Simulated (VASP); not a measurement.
# Ca (Fm-3m) in VASP: a series of runs, part 2 of 2

VASP 6.6.1.

**3. Single point, PBE**

File INCAR:

```
SYSTEM = Ca
ALGO = Normal ; EDIFF = 1E-6
ENCUT = 520 ; GGA = PE
ISIF = 2 ; ISMEAR = -1
LASPH = .True. ; LCHARG = .False.
LREAL = .False. ; LWAVE = .False.
NBANDS = 11 ; NELM = 80
PREC = Accurate ; SIGMA = 0.1
```

File KPOINTS:

```
k-points
0
Gamma
  10 10 10
  0 0 0
```

File POSCAR:

```
Ca
1.0
    0.0000000000      2.7627089163      2.7627089163
    2.7627089163      0.0000000000      2.7627089163
    2.7627089163      2.7627089163      0.0000000000
Ca
1
Direct
    0.0000000000      0.0000000000      0.0000000000
```

Potentials or basis: VASP PAW PBE potentials, release 64 (Ca_sv).

The run is started by

```console
cat potpaw_PBE.64/Ca_sv/POTCAR > POTCAR
mpirun -np 1 vasp_std > vasp.out
```

OUTCAR:

```text
SYSTEM = Ca
   EDIFF = 1E-6
   ENCUT = 520
   GGA = PE
   ISIF = 2
   ISMEAR = -1
   LASPH = .True.
   LREAL = .False.
   NELM = 80
   PREC = Accurate

 ion  position               nearest neighbor table
   1  0.000  0.000  0.000-

  LATTYP: Found a face centered cubic cell.
 ALAT       =     5.5254178326

  Lattice vectors:

 A1 = (   0.0000000000,   2.7627089163,   2.7627089163)
 A2 = (   2.7627089163,   0.0000000000,   2.7627089163)
 A3 = (   2.7627089163,   2.7627089163,   0.0000000000)

Analysis of symmetry for initial positions (statically):
=====================================================================
 Subroutine PRICEL returns:
 Original cell was already a primitive cell.

 Routine SETGRP: Setting up the symmetry group for a
 face centered cubic supercell.

 Subroutine GETGRP returns: Found 48 space group operations
 (whereof 48 operations were pure point group operations)
 out of a pool of 48 trial point group operations.

The static configuration has the point symmetry O_h .

Analysis of symmetry for dynamics (positions and initial velocities):
=====================================================================
 Subroutine PRICEL returns:
 Original cell was already a primitive cell.

 Routine SETGRP: Setting up the symmetry group for a
 face centered cubic supercell.

 Subroutine GETGRP returns: Found 48 space group operations
 (whereof 48 operations were pure point group operations)
 out of a pool of 48 trial point group operations.

The dynamic configuration has the point symmetry O_h .

 Subroutine INISYM returns: Found 48 space group operations
 (whereof 48 operations are pure point group operations),
 and found     1 'primitive' translations

----------------------------------------------------------------------------------------

                                     Primitive cell

  volume of cell :      42.1731

[... 106 lines left out ...]
     AMIX_MAG =   1.60;   BMIX_MAG =  1.00
  volume/ion in A,a.u.               =      42.17       284.60
  Fermi-wavevector in a.u.,A,eV,Ry     =   1.013281  1.914823 13.969611  1.026737
  Thomas-Fermi vector in A             =   2.146440
   LORBIT       =      0    0 simple, 1 ext, 2 COOP (PROOUT), +10 PAW based schemes
   GGA     = PE    functional components
   LHFCALC =     F    Hartree Fock is set to
   AEXX    =    0.0000 exact exchange contribution
   IVDW    =     0    specifies the selected vdW correction
   LEPSILON=     F    determine dielectric tensor
   LRPA    =     F    only Hartree local field effects (RPA)
 non-spin polarized calculation
  energy-cutoff  :      520.00
  volume of cell :       42.17
 maximum number of plane-waves:      1158
 NGX is ok and might be reduce to    30
   NGX = 15   NGY = 15   NGZ = 15

 number of electron      10.0000001 magnetization

 Free energy of the ion-electron system (eV)
  ---------------------------------------------------
  ext. energy  EPLUGINS =         0.00000000
  ---------------------------------------------------
  free energy    TOTEN  =        -1.95160772 eV

  energy without entropy =       -1.91214486  energy(sigma->0) =       -1.93187629

 E-fermi :   1.9693     XC(G=0):  -7.7370

 val. band max:        1.9598974748   @ k =  -0.4000   0.3000   0.0000
 cond. band min:       1.9840780083   @ k =  -0.3000   0.4000   0.1000
 fundamental gap:      0.0241805335
 Fermi energy:         1.9692518738

 k-point     1 :       0.0000    0.0000    0.0000
  band No.  band energies     occupation
      1     -40.0469      2.00000
      2     -20.9643      2.00000
      3     -20.9643      2.00000
      4     -20.9643      2.00000
      5      -2.0640      2.00000
      6       4.3039      0.00000
      7       4.3039      0.00000
      8       4.3039      0.00000
      9       5.3756      0.00000
     10       5.3756      0.00000
     11      11.0834      0.00000
[... 309 lines left out ...]
 k-point    24 :       0.4000    0.3000    0.0000
  band No.  band energies     occupation
      1     -40.0324      2.00000
      2     -21.0698      2.00000
      3     -21.0075      2.00000
      4     -21.0032      2.00000
      5       0.4576      2.00000
      6       2.8044      0.00047
      7       3.4605      0.00000
      8       5.2651      0.00000
      9       5.5717      0.00000
     10       6.0112      0.00000
     11       8.6018      0.00000

 [... further k-points ...]
[... 5 lines left out ...]
  --------------------------------------------------------------------------------------
  -------------------------------------------------------------------------------------
  Total        0.0031544      0.0031544      0.0031544     -0.0000000     -0.0000000      0.0000000
  in kB        0.1198369      0.1198369      0.1198369     -0.0000000     -0.0000000      0.0000000
  external PRESSURE =       0.1198369 kB  Pullay stress =       0.0000000 kB

 VOLUME and BASIS-vectors are now :
 -----------------------------------------------------------------------------
  energy-cutoff  :      520.00
  volume of cell :       42.17
      direct lattice vectors                 reciprocal lattice vectors
     0.000000000  2.762708916  2.762708916    -0.180981788  0.180981788  0.180981788
     2.762708916  0.000000000  2.762708916     0.180981788 -0.180981788  0.180981788
     2.762708916  2.762708916  0.000000000     0.180981788  0.180981788 -0.180981788

 POSITION                                       TOTAL-FORCE (eV/Angst)
 -----------------------------------------------------------------------------------
      0.00000      0.00000      0.00000         0.000000      0.000000      0.000000
 -----------------------------------------------------------------------------------
    total drift:                               -0.000000     -0.000000      0.000000

  FREE ENERGIE OF THE ION-ELECTRON SYSTEM (eV)
  ---------------------------------------------------
  free  energy   TOTEN  =        -1.9516077238 eV

  energy  without entropy=       -1.9121448583  energy(sigma->0) =       -1.93187629
```

OSZICAR:

```text
N       E                     dE             d eps       ncg     rms          rms(c)
DAV:   1     0.687010759063E+02    0.68701E+02   -0.50128E+03  1034   0.821E+02
DAV:   2    -0.427951999303E+00   -0.69129E+02   -0.68504E+02  1127   0.214E+02
DAV:   3    -0.188991285430E+01   -0.14620E+01   -0.14453E+01  1501   0.304E+01
DAV:   4    -0.195977397785E+01   -0.69861E-01   -0.69502E-01  1329   0.542E+00
DAV:   5    -0.196224519937E+01   -0.24712E-02   -0.24709E-02  1476   0.750E-01    0.221E+00
DAV:   6    -0.195419614391E+01    0.80491E-02   -0.11473E-02  1271   0.116E+00    0.135E+00
DAV:   7    -0.195204832871E+01    0.21478E-02   -0.17054E-02  1191   0.152E+00    0.104E-01
DAV:   8    -0.195159566280E+01    0.45267E-03   -0.19810E-03  1235   0.423E-01    0.214E-02
DAV:   9    -0.195160699943E+01   -0.11337E-04   -0.90671E-05  1363   0.787E-02    0.581E-03
DAV:  10    -0.195160772383E+01   -0.72440E-06   -0.65869E-06  1523   0.202E-02
   1 F= -.19516077E+01 E0= -.19318763E+01  d E =-.394629E-01
```

stdout:

```text
POSCAR found type information on POSCAR Ca
 POSCAR found :  1 types and       1 ions
 scaLAPACK will be used
 LDA part: xc-table for (Slater+PW92), standard interpolation
 POSCAR, INCAR and KPOINTS ok, starting setup
 FFT: planning ... GRIDC
 FFT: planning ... GRID_SOFT
 FFT: planning ... GRID
 WAVECAR not read
 entering main loop
```

Run time: 28 s. Hardware: 1 thread of Intel Xeon 6975P-C, shared host; peak memory 0.17 GiB.

Results:

```yaml
Free_energy: -1.9516 eV
Pressure: 0.0 GPa
Band_gap_on_the_k_mesh: zero (band 5 reaches 2.07 eV, above the bottom of band 6 at 1.80 eV)
```

Levels at points of the mesh, in eV from the Fermi level:
| k point | band 3 | band 4 | band 5 | band 6 | band 7 | band 8 |
| --- | --- | --- | --- | --- | --- | --- |
| (0.00, 0.00, 0.00) | -22.93 | -22.93 | -4.03 | 2.33 | 2.33 | 2.33 |
| (0.50, 0.00, 0.00) | -22.95 | -22.95 | -0.99 | -0.17 | 2.22 | 2.22 |
| (0.50, 0.50, 0.00) | -22.98 | -22.98 | -0.46 | 0.57 | 0.96 | 4.09 |

**4. Single point, PBE**

File INCAR:

```
SYSTEM = Ca
ALGO = Normal
EDIFF = 1E-6
ENCUT = 520
GGA = PE
ISIF = 2
ISMEAR = -1
LASPH = .True.
LCHARG = .False.
LREAL = .False.
LWAVE = .False.
NBANDS = 11
NELM = 100
PREC = Accurate
SIGMA = 0.01
```

KPOINTS is that of step 3.

POSCAR is that of step 3.

The run is started by

```console
cat potpaw_PBE.64/Ca_sv/POTCAR > POTCAR
mpirun -np 1 vasp_std > vasp.out
```

Wall time 23 s (1 thread of Intel Xeon 6975P-C, shared host); peak memory 0.17 GiB.

The run converged. Its results:

| Quantity | Value |
| --- | --- |
| Free energy | -1.9314 eV |
| Pressure | 0.0 GPa |
| Band gap on the k mesh | zero (band 5 reaches 2.07 eV, above the bottom of band 6 at 1.80 eV) |

Levels at points of the mesh, in eV from the Fermi level:
| k point | band 3 | band 4 | band 5 | band 6 | band 7 | band 8 |
| --- | --- | --- | --- | --- | --- | --- |
| (0.00, 0.00, 0.00) | -22.96 | -22.96 | -4.04 | 2.32 | 2.32 | 2.32 |
| (0.50, 0.00, 0.00) | -22.98 | -22.98 | -1.00 | -0.18 | 2.20 | 2.20 |
| (0.50, 0.50, 0.00) | -23.01 | -23.01 | -0.47 | 0.56 | 0.95 | 4.06 |

**5. Single point, PBE**

File INCAR:

```
SYSTEM = Ca
PREC = Accurate
ENCUT = 520
EDIFF = 1E-6
ISMEAR = -1
SIGMA = 0.03
LREAL = .FALSE.
LASPH = .TRUE.
NELM = 60
ALGO = Normal
ISIF = 2
LWAVE = .FALSE.
LCHARG = .FALSE.
GGA = PE
NBANDS = 11
```

File KPOINTS:

```
Automatic mesh
0
G
  10 10 10
  0 0 0
```

POSCAR is that of step 4.

The run is started by

```console
cat potpaw_PBE.64/Ca_sv/POTCAR > POTCAR
mpirun -np 1 vasp_std > vasp.out
```

It used 17 s of CPU time on 1 thread of Intel Xeon 6975P-C, on a shared host.

The run converged. Its results:

| Item | Value |
| --- | --- |
| Free energy | -1.9331 eV |
| Pressure | 0.0 GPa |
| Band gap on the k mesh | zero (band 5 reaches 2.07 eV, above the bottom of band 6 at 1.80 eV) |

Levels at points of the mesh, in eV from the Fermi level:
```tsv
k point	band 1	band 2	band 3	band 4	band 5	band 6	band 7	band 8	band 9	band 10
(0.00, 0.00, 0.00)	-42.05	-22.96	-22.96	-22.96	-4.05	2.31	2.31	2.31	3.38	3.38
(0.50, 0.00, 0.00)	-42.03	-23.10	-22.98	-22.98	-1.01	-0.18	2.19	2.19	4.07	4.07
(0.50, 0.50, 0.00)	-42.03	-23.10	-23.02	-23.02	-0.48	0.55	0.94	4.06	4.25	4.25
```

**6. The runs side by side**

```tsv
smearing	gap on the mesh (eV)	pressure (GPa)
fermi-dirac 0.1 eV	none	0.0
fermi-dirac 0.01 eV	none	0.0
fermi-dirac 0.03 eV	none	0.0
```

Alike in all rows: task single point; level PBE; potentials or basis VASP PAW PBE potentials, release 64 (Ca_sv); no spin polarisation; cell as given; k mesh 10 × 10 × 10; cutoff (eV) 520.

Every run on the cell as given and a fine mesh finds a metal.

Total energies depend on the potentials used, so only differences within one code and one set of settings carry meaning.
